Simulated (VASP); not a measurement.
# MgC18 in VASP: notebook

MgC18 is run at these levels: LDA; tasks: single point.

All numbers are computed with VASP 6.6.1; they aren't measurements. Logs are shortened: lines on timing, memory, paths and dates and some standing lists are left out, and cuts for length are marked.

## (1) The cell of the first run

The cell holds a slab with vacuum, 19 atoms: a = 7.398 Å, b = 7.398 Å, c = 12.000 Å, α = 90.00°, β = 90.00°, γ = 120.00°.

## (2) Single point, LDA

File INCAR:

```
PREC     = Accurate       # precision mode
ENCUT    = 520            # plane-wave cutoff, eV
EDIFF    = 1E-7           # SCF threshold, eV
ISMEAR   = -1             # smearing method
SIGMA    = 0.05           # smearing width, eV
LREAL    = Auto         
LASPH    = True           # aspherical terms in the spheres
NELM     = 100            # most SCF steps
ALGO     = Normal         # electronic algorithm
ISIF     = 2              # what is computed and relaxed
LWAVE    = False          # write WAVECAR
LCHARG   = False          # write CHGCAR
GGA      = CA             # functional
NBANDS   = 52             # bands
```

File KPOINTS:

```
regular mesh
0
Gamma
  2 2 1
```

File POSCAR:

```
MgC18
1.0
    7.3980000000      0.0000000000      0.0000000000
   -3.6990000000      6.4068560000      0.0000000000
    0.0000000000      0.0000000000     12.0000000000
C Mg
18 1
Direct
   -0.0008741842      0.0015903331      0.0828324954
    0.2215009391      0.1127877555      0.0831126043
   -0.0012763775      0.3356032815      0.0830343525
    0.2202741488      0.4456426666      0.0830046519
   -0.0012934252      0.6672142932      0.0831403771
    0.2202610984      0.7786969074      0.0830216407
    0.3315620222      0.0012953808      0.0830134739
    0.5531124882      0.1128077714      0.0829858806
    0.3315728183      0.3343426540      0.0830311242
    0.5531281442      0.4444118202      0.0830961246
    0.3303107057      0.6671931452      0.0830114785
    0.5526949476      0.7783749760      0.0826704777
    0.6643077798      0.0016147748      0.0826246664
    0.8875450287      0.1132204959      0.0827052936
    0.6646264532      0.3343571238      0.0830114886
    0.8872246170      0.4456585300      0.0830261517
    0.6643286866      0.6667891556      0.0828038252
    0.8875205973      0.7784034991      0.0828804629
    0.7735438117      0.8914294360      0.2544928303
```

Potentials or basis: VASP PAW LDA potentials, release 64 (C, Mg).

Launch:

```sh
$ cat potpaw_LDA.64/C/POTCAR potpaw_LDA.64/Mg/POTCAR > POTCAR
$ mpirun -np 1 vasp_std > vasp.out
```

OUTCAR:

```text
PREC = Accurate
   ENCUT = 520
   EDIFF = 1E-7
   ISMEAR = -1
   LREAL = Auto
   LASPH = True
   NELM = 100
   ISIF = 2
   GGA = CA

 ion  position               nearest neighbor table
   1  0.999  0.002  0.083-   2 1.42  18 1.43  14 1.43  19 2.52
   2  0.222  0.113  0.083-   7 1.42   9 1.42   1 1.42
   3  0.999  0.336  0.083-   4 1.42  16 1.42  14 1.42
   4  0.220  0.446  0.083-  11 1.42   3 1.42   9 1.43
   5  0.999  0.667  0.083-   6 1.42  16 1.42  18 1.42
   6  0.220  0.779  0.083-  11 1.42   5 1.42   7 1.43
   7  0.332  0.001  0.083-   8 1.42   2 1.42   6 1.43
   8  0.553  0.113  0.083-  15 1.42   7 1.42  13 1.42
   9  0.332  0.334  0.083-   2 1.42  10 1.42   4 1.43
  10  0.553  0.444  0.083-  15 1.42   9 1.42  17 1.42
  11  0.330  0.667  0.083-   4 1.42   6 1.42  12 1.42
  12  0.553  0.778  0.083-  11 1.42  17 1.43  13 1.43  19 2.50
  13  0.664  0.002  0.083-   8 1.42  14 1.43  12 1.43  19 2.50
  14  0.888  0.113  0.083-   3 1.42   1 1.43  13 1.43  19 2.50
  15  0.665  0.334  0.083-   8 1.42  10 1.42  16 1.43
  16  0.887  0.446  0.083-   3 1.42   5 1.42  15 1.43
  17  0.664  0.667  0.083-  10 1.42  18 1.43  12 1.43  19 2.51
  18  0.888  0.778  0.083-   5 1.42   1 1.43  17 1.43  19 2.52
  19  0.774  0.891  0.254-  13 2.50  12 2.50  14 2.50  17 2.51   1 2.52  18 2.52

  LATTYP: Found a hexagonal cell.
 ALAT       =     7.3980000000
 C/A-ratio  =     1.6220600162

  Lattice vectors:

 A1 = (   7.3980000000,   0.0000000000,   0.0000000000)
 A2 = (  -3.6990000000,   6.4068560000,   0.0000000000)
 A3 = (   0.0000000000,   0.0000000000,  12.0000000000)

Analysis of symmetry for initial positions (statically):
=====================================================================
 Subroutine PRICEL returns:
 Original cell was already a primitive cell.

 Routine SETGRP: Setting up the symmetry group for a
 hexagonal supercell.

 Subroutine GETGRP returns: Found  1 space group operations
 (whereof  1 operations were pure point group operations)
 out of a pool of 24 trial point group operations.

The static configuration has the point symmetry C_1 .

Analysis of symmetry for dynamics (positions and initial velocities):
=====================================================================
 Subroutine PRICEL returns:
 Original cell was already a primitive cell.

 Routine SETGRP: Setting up the symmetry group for a
 hexagonal supercell.

 Subroutine GETGRP returns: Found  1 space group operations
 (whereof  1 operations were pure point group operations)
 out of a pool of 24 trial point group operations.

The dynamic configuration has the point symmetry C_1 .

 Subroutine INISYM returns: Found  1 space group operations
 (whereof  1 operations are pure point group operations),
 and found     1 'primitive' translations

----------------------------------------------------------------------------------------

                                     Primitive cell

  volume of cell :     568.7750

  direct lattice vectors                    reciprocal lattice vectors
     7.398000000  0.000000000  0.000000000     0.135171668  0.078041398  0.000000000
    -3.699000000  6.406856000  0.000000000     0.000000000  0.156082796  0.000000000
     0.000000000  0.000000000 12.000000000     0.000000000  0.000000000  0.083333333

  length of vectors
     7.398000000  7.398000054 12.000000000     0.156082797  0.156082796  0.083333333

  position of ions in fractional coordinates (direct lattice)
     0.999125816  0.001590333  0.082832495
     0.221500939  0.112787756  0.083112604
     0.998723623  0.335603281  0.083034353
     0.220274149  0.445642667  0.083004652
     0.998706575  0.667214293  0.083140377
     0.220261098  0.778696907  0.083021641
[... 11 lines left out ...]
     0.887520597  0.778403499  0.082880463
     0.773543812  0.891429436  0.254492830

  ion indices of the primitive-cell ions
   primitive index   ion index
                 1           1
                 2           2
                 3           3
                 4           4
                 5           5
                 6           6
[... 11 lines left out ...]
                18          18
                19          19

----------------------------------------------------------------------------------------

 KPOINTS: regular mesh

Automatic generation of k-mesh.
 Grid dimensions read from file:
 generate k-points for:    2    2    1

 Generating k-lattice:

  Cartesian coordinates                     Fractional coordinates (reciprocal lattice)
     0.067585834  0.039020699  0.000000000     0.500000000  0.000000000  0.000000000
     0.000000000  0.078041398  0.000000000     0.000000000  0.500000000  0.000000000
     0.000000000  0.000000000  0.083333333     0.000000000  0.000000000  1.000000000

  Length of vectors
     0.078041399  0.078041398  0.083333333

  Shift w.r.t. Gamma in fractional coordinates (k-lattice)
     0.000000000  0.000000000  0.000000000

 Subroutine IBZKPT returns following result:
 ===========================================

 Found      4 irreducible k-points:

 Following reciprocal coordinates:
            Coordinates               Weight
  0.000000  0.000000  0.000000      1.000000
  0.500000  0.000000  0.000000      1.000000
  0.000000  0.500000  0.000000      1.000000
  0.500000  0.500000  0.000000      1.000000
   k-points           NKPTS =      4   k-points in BZ     NKDIM =      4   number of bands    NBANDS=     52
   number of dos      NEDOS =    301   number of ions     NIONS =     19
   total plane-waves  NPLWV = 282240
   dimension x,y,z NGX =    56 NGY =   56 NGZ =   90
   dimension x,y,z NGXF=   112 NGYF=  112 NGZF=  180
   ions per type =              18   1
   NGX,Y,Z   is equivalent  to a cutoff of  12.58, 12.58, 12.47 a.u.
   NGXF,Y,Z  is equivalent  to a cutoff of  25.17, 25.17, 24.94 a.u.
 SYSTEM =  unknown system
   PREC   = accura    normal or accurate (medium, high low for compatibility)
   ISTART =      0    job   : 0-new  1-cont  2-samecut
   ICHARG =      2    charge: 1-file 2-atom 10-const
   ISPIN  =      1    spin polarized calculation?
   LNONCOLLINEAR =      F non collinear calculations
   LSORBIT =      F    spin-orbit coupling
   LASPH  =      T    aspherical Exc in radial PAW
   ENCUT  =  520.0 eV  38.22 Ry    6.18 a.u.  13.76 13.76 22.31*2*pi/ulx,y,z
   NELM   =    100;   NELMIN=  2; NELMDL= -5     # of ELM steps
   EDIFF  = 0.1E-06   stopping-criterion for ELM
   LREAL  =      T    real-space projection
   EDIFFG = 0.1E-05   stopping-criterion for IOM
   NSW    =      0    number of steps for IOM
   IBRION =     -1    ionic relax: 0-MD 1-quasi-New 2-CG
   NFREE  =      0    steps in history (QN), initial steepest desc. (CG)
   ISIF   =      2    stress and relaxation
   ISYM   =      2    0-nonsym 1-usesym 2-fastsym
   POTIM  = 0.5000    time-step for ionic-motion
   TEBEG  =    0.0;   TEEND  =   0.0 temperature during run
   PSTRESS=    0.0 pullay stress
   NELECT =      74.0000    total number of electrons
   NUPDOWN=      -1.0000    fix difference up-down
   EMIN   =  10.00;   EMAX   =-10.00  energy-range for DOS
   EFERMI =   0.00;   METHOD = LEGACY
   ISMEAR =    -1;   SIGMA  =   0.05  broadening in eV -4-tet -1-fermi 0-gaus
   EFERMI_NEDOS =   21; number of points for ismear=-14 and -15
   IALGO  =     38    algorithm
   IMIX   =      4    mixing-type and parameters
     AMIX     =   0.40;   BMIX     =  1.00
     AMIX_MAG =   1.60;   BMIX_MAG =  1.00
  volume/ion in A,a.u.               =      29.94       202.01
  Fermi-wavevector in a.u.,A,eV,Ry     =   0.829542  1.567608  9.362720  0.688140
  Thomas-Fermi vector in A             =   1.942107
   LORBIT       =      0    0 simple, 1 ext, 2 COOP (PROOUT), +10 PAW based schemes
   GGA     = CA    functional components
   LHFCALC =     F    Hartree Fock is set to
   AEXX    =    0.0000 exact exchange contribution
   IVDW    =     0    specifies the selected vdW correction
   LEPSILON=     F    determine dielectric tensor
   LRPA    =     F    only Hartree local field effects (RPA)
 non-spin polarized calculation
  energy-cutoff  :      520.00
  volume of cell :      568.78
 maximum number of plane-waves:     15363
 NGX is ok and might be reduce to    56
   NGX = 27   NGY = 27   NGZ = 45

 number of electron      74.0000002 magnetization

 Free energy of the ion-electron system (eV)
  ---------------------------------------------------
  ext. energy  EPLUGINS =         0.00000000
  ---------------------------------------------------
  free energy    TOTEN  =      -181.35559610 eV

  energy without entropy =     -181.26899835  energy(sigma->0) =     -181.31229723

 E-fermi :  -1.5553     XC(G=0):  -4.3265

 val. band max:       -1.6448045719   @ k =   0.0000   0.0000   0.0000
 cond. band min:      -1.5523406580   @ k =   0.0000   0.5000   0.0000
 fundamental gap:      0.0924639139
 Fermi energy:        -1.5552521117

 k-point     1 :       0.0000    0.0000    0.0000
  band No.  band energies     occupation
      1     -20.9186      2.00000
      2     -18.5427      2.00000
      3     -18.3877      2.00000
      4     -18.3876      2.00000
      5     -18.2041      2.00000
      6     -18.1973      2.00000
[... 41 lines left out ...]
     48       3.3343      0.00000
     49       3.3343      0.00000

 k-point     2 :       0.5000    0.0000    0.0000
  band No.  band energies     occupation
      1     -20.3743      2.00000
      2     -20.1534      2.00000
      3     -18.9688      2.00000
      4     -18.9330      2.00000
      5     -16.5395      2.00000
      6     -16.4723      2.00000
[... 41 lines left out ...]
     48       3.5711      0.00000
     49       3.8366      0.00000

 k-point     3 :       0.0000    0.5000    0.0000
  band No.  band energies     occupation
      1     -20.3743      2.00000
      2     -20.1534      2.00000
      3     -18.9688      2.00000
      4     -18.9330      2.00000
      5     -16.5395      2.00000
      6     -16.4724      2.00000
[... 41 lines left out ...]
     48       3.5711      0.00000
     49       3.8366      0.00000

 k-point     4 :       0.5000    0.5000    0.0000
  band No.  band energies     occupation
      1     -20.3743      2.00000
      2     -20.1534      2.00000
      3     -18.9688      2.00000
      4     -18.9330      2.00000
      5     -16.5395      2.00000
      6     -16.4722      2.00000
[... 41 lines left out ...]
     48       3.5711      0.00000
     49       3.8365      0.00000
 [bands above 49 left out]

------------------------ aborting loop because EDIFF is reached ----------------------------------------

  FORCE on cell =-STRESS in cart. coord.  units (eV):
  Direction    XX          YY          ZZ          XY          YZ          ZX
  --------------------------------------------------------------------------------------
  -------------------------------------------------------------------------------------
  Total       -5.9667546     -5.9580259     -0.2426915      0.0014213     -0.0106367      0.0278182
  in kB      -16.8076976    -16.7831097     -0.6836354      0.0040036     -0.0299623      0.0783608
  external PRESSURE =     -11.4248142 kB  Pullay stress =       0.0000000 kB

 VOLUME and BASIS-vectors are now :
 -----------------------------------------------------------------------------
  energy-cutoff  :      520.00
  volume of cell :      568.78
      direct lattice vectors                 reciprocal lattice vectors
     7.398000000  0.000000000  0.000000000     0.135171668  0.078041398  0.000000000
    -3.699000000  6.406856000  0.000000000     0.000000000  0.156082796  0.000000000
     0.000000000  0.000000000 12.000000000     0.000000000  0.000000000  0.083333333

 POSITION                                       TOTAL-FORCE (eV/Angst)
 -----------------------------------------------------------------------------------
      7.38565      0.01019      0.99399        -0.003625      0.006512      0.002367
      1.22146      0.72261      0.99735        -0.014791     -0.001906      0.001637
      6.14716      2.15016      0.99641         0.000572     -0.005090     -0.000103
     -0.01884      2.85517      0.99606         0.006640      0.003567      0.008627
      4.92041      4.27475      0.99768        -0.002466      0.008209     -0.000502
     -1.25091      4.98900      0.99626         0.000231      0.010049      0.005346
[... 11 lines left out ...]
      3.68656      4.98712      0.99457        -0.000943     -0.000641      0.000492
      2.42528      5.71126      3.05391         0.014742     -0.006630     -0.045863
 -----------------------------------------------------------------------------------
    total drift:                                0.001992      0.019707      0.014923

  FREE ENERGIE OF THE ION-ELECTRON SYSTEM (eV)
  ---------------------------------------------------
  free  energy   TOTEN  =      -181.3555960969 eV

  energy  without entropy=     -181.2689983535  energy(sigma->0) =     -181.31229723
```

Run time: 7.2 min. Hardware: 1 thread of Intel Xeon 8259CL, shared host; peak memory 0.44 GiB.

Results:

* Free energy: -181.3556 eV
* Largest force: 0.049 eV/Å
* Band gap on the k mesh: zero (bands 37 and 38 overlap by 0.09 eV)

Forces in eV/Å, atoms in the order of the input:
```
C   -0.004  0.007  0.002
C   -0.015 -0.002  0.002
C    0.001 -0.005  0.000
C    0.007  0.004  0.009
C   -0.002  0.008 -0.001
C    0.000  0.010  0.005
C   -0.003 -0.019  0.003
C    0.009 -0.007  0.002
C   -0.005  0.004  0.005
C    0.002  0.006  0.001
C   -0.001  0.006 -0.001
C    0.002 -0.003 -0.001
C   -0.008 -0.001  0.002
C    0.004  0.002  0.001
C    0.004  0.006  0.006
C   -0.004  0.003  0.007
C    0.000 -0.010  0.003
C   -0.001 -0.001  0.000
Mg   0.015 -0.007 -0.046
```

Caveat: the k points lie up to 0.49 Å⁻¹ apart.

## (3) Single point, LDA

File INCAR:

```
ALGO = Normal
EDIFF = 1E-6
ENCUT = 520
GGA = CA
ISIF = 2
ISMEAR = -1
LASPH = True
LCHARG = True
LELF = True
LREAL = Auto
LVHAR = True
LWAVE = False
NBANDS = 52
NELM = 80
PREC = Accurate
SIGMA = 0.05
```

File KPOINTS:

```
k-points
0
Gamma
  2 2 1
```

File POSCAR:

```
MgC18
1.0
    7.3980000000      0.0000000000      0.0000000000
   -3.6990000000      6.4068560000      0.0000000000
    0.0000000000      0.0000000000     12.0000000000
C Mg
18 1
Direct
   -0.0008742063      0.0015903276      0.0828325000
    0.2215009409      0.1127877699      0.0831125833
   -0.0012763453      0.3356032975      0.0830343333
    0.2202741278      0.4456426054      0.0830046667
   -0.0012933591      0.6672143092      0.0831404167
    0.2202611364      0.7786969147      0.0830216667
    0.3315619667      0.0012953311      0.0830135000
    0.5531124441      0.1128077484      0.0829859167
    0.3315727682      0.3343426167      0.0830310833
    0.5531282225      0.4444118925      0.0830960833
    0.3303106529      0.6671930819      0.0830115000
    0.5526948924      0.7783749159      0.0826705000
    0.6643078218      0.0016148326      0.0826246667
    0.8875450629      0.1132204314      0.0827052500
    0.6646263899      0.3343571324      0.0830115000
    0.8872246400      0.4456585258      0.0830261667
    0.6643287412      0.6667891396      0.0828038333
    0.8875206095      0.7784034790      0.0828805000
    0.7735438586      0.8914294312      0.2544928333
```

Potentials or basis: VASP PAW LDA potentials, release 64 (C, Mg).

Launch:

```sh
$ cat potpaw_LDA.64/C/POTCAR potpaw_LDA.64/Mg/POTCAR > POTCAR
$ mpirun -np 1 vasp_std > vasp.out
```

Wall time 8.2 min (1 thread of Intel Xeon 8259CL, shared host); peak memory 0.44 GiB.

It converged, with:

- Free energy: -181.3556 eV
- Largest force: 0.049 eV/Å
- Band gap on the k mesh: zero (bands 37 and 38 overlap by 0.09 eV)

Forces in eV/Å, atoms in the order of the input:
```
C   -0.003  0.007  0.002
C   -0.015 -0.002  0.002
C    0.001 -0.006  0.000
C    0.007  0.003  0.009
C   -0.003  0.008  0.000
C    0.000  0.010  0.005
C   -0.003 -0.020  0.003
C    0.009 -0.007  0.002
C   -0.006  0.004  0.005
C    0.002  0.006  0.001
C   -0.001  0.006 -0.001
C    0.002 -0.003 -0.001
C   -0.008 -0.001  0.002
C    0.004  0.003  0.001
C    0.004  0.006  0.006
C   -0.005  0.003  0.007
C    0.000 -0.011  0.003
C   -0.001 -0.001  0.001
Mg   0.015 -0.007 -0.047
```

Levels at points of the mesh, in eV from the Fermi level:
```csv
k point,band 32,band 33,band 34,band 35,band 36,band 37,band 38,band 39,band 40,band 41
"(0.00, 0.00, 0.00)",-4.57,-3.02,-3.02,-0.21,-0.21,-0.09,-0.09,-0.09,3.64,3.64
"(0.50, 0.00, 0.00)",-3.08,-2.89,-2.74,-2.70,-2.38,0.00,1.42,2.22,2.28,2.35
"(0.00, 0.50, 0.00)",-3.08,-2.89,-2.74,-2.70,-2.38,0.00,1.42,2.22,2.28,2.35
"(0.50, 0.50, 0.00)",-3.08,-2.89,-2.74,-2.70,-2.38,0.00,1.42,2.22,2.28,2.35
```

Caveat: the k points lie up to 0.49 Å⁻¹ apart.

[end of part 1 of 2]
